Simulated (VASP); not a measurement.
Here is a VASP 6.6.1 calculation.

Contents of INCAR:

```
PREC = Accurate
ENCUT = 520
EDIFF = 1E-6
ISMEAR = 0
SIGMA = 0.1
LREAL = F
LASPH = T
NELM = 60
ALGO = Normal
ISIF = 2
LWAVE = F
LCHARG = T
GGA = PE
LELF = T
LVHAR = T
NBANDS = 11
```

File KPOINTS:

```
Automatic mesh
0
Gamma
  10 10 10
```

POSCAR

```
Pd
1.0
    0.0000000000      1.9268370395      1.9268370395
    1.9268370395      0.0000000000      1.9268370395
    1.9268370395      1.9268370395      0.0000000000
Pd
1
Direct
    0.0000000000      0.0000000000      0.0000000000
```

Potentials or basis: VASP PAW PBE potentials, release 64 (Pd).

Run with:

```sh
$ cat potpaw_PBE.64/Pd/POTCAR > POTCAR
$ mpirun -np 1 vasp_std > vasp.out
```

Question: Predict the pressure.

Answer: 13.3 GPa.

Question: What does it give for the band gap on the k mesh?

Answer: Zero (band 5 reaches 10.63 eV, above the bottom of band 6 at 8.97 eV).
